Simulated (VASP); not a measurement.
SiC: relaxation of cell and atoms with r2SCAN+rVV10

SiC:

```
Si C
1.0
     0.00000    2.17840    2.17840
     2.17840    0.00000    2.17840
     2.17840    2.17840    0.00000
Si C
1 1
Direct
  0.25000 0.25000 0.25000
  0.00000 0.00000 0.00000
```

```
Program                : VASP 6.6.1
Task                   : relaxation of cell and atoms
Functional             : r2SCAN
Dispersion             : rVV10
Potentials or basis    : VASP PAW PBE potentials, release 64 (Si, C)
Cutoff                 : 600 eV
k mesh                 : 10 × 10 × 10
Occupations            : fermi-dirac, width 0.03 eV
Spin                   : no spin polarisation
Dipole correction      : no
Further INCAR settings : ALGO = Normal; EDIFF = 1e-07; IBRION = 2; EDIFFG = -0.01; NSW = 100; ISIF = 3
```

- Relaxed volume: 10.29 Å³/atom
- Relaxed cell: a = 3.076 Å, b = 3.076 Å, c = 3.076 Å, α = 60.00°, β = 60.00°, γ = 60.00°
- Space group after relaxing (to 0.05 Å): F-43m (No. 216)
- Energy gained by relaxing: 0.1 meV/atom
- Ionic steps: 3
- Pressure after relaxing: 0.0 GPa
- Band gap on the k mesh: 1.69 eV, indirect (least direct gap 5.04 eV)

Step by step:
```
step  energy change (eV)  largest force (eV/Å)  pressure (GPa)  volume (Å³)
   1              0.0000                0.0000           -1.01        20.67
   2              0.0001                0.0000            1.16        20.48
   3             -0.0003                0.0000            0.00        20.58
```

Final structure:
```
CELL_PARAMETERS angstrom
0.00000 2.17516 2.17516
2.17516 0.00000 2.17516
2.17516 2.17516 0.00000
ATOMIC_POSITIONS crystal
Si 0.25000 0.25000 0.25000
C 0.00000 0.00000 0.00000
```

Levels at points of the mesh, in eV from the valence-band top:
| k point | band 2 | band 3 | band 4 | band 5 | band 6 | band 7 |
| --- | --- | --- | --- | --- | --- | --- |
| (0.00, 0.00, 0.00) | 0.00 | 0.00 | 0.00 | 6.88 | 7.88 | 7.88 |
| (0.50, 0.00, 0.00) | -8.86 | -1.11 | -1.11 | 6.02 | 7.76 | 7.76 |
| (0.50, 0.50, 0.00) | -8.08 | -3.35 | -3.35 | 1.69 | 4.81 | 15.18 |

Wall time 6.6 min on 1 thread of Intel Xeon 8259CL, with other jobs on the host, peak memory 0.27 GiB.

Caveat: the PAW data sets were made with another functional, which shifts forces and pressure a little. A k mesh can miss the band edges.
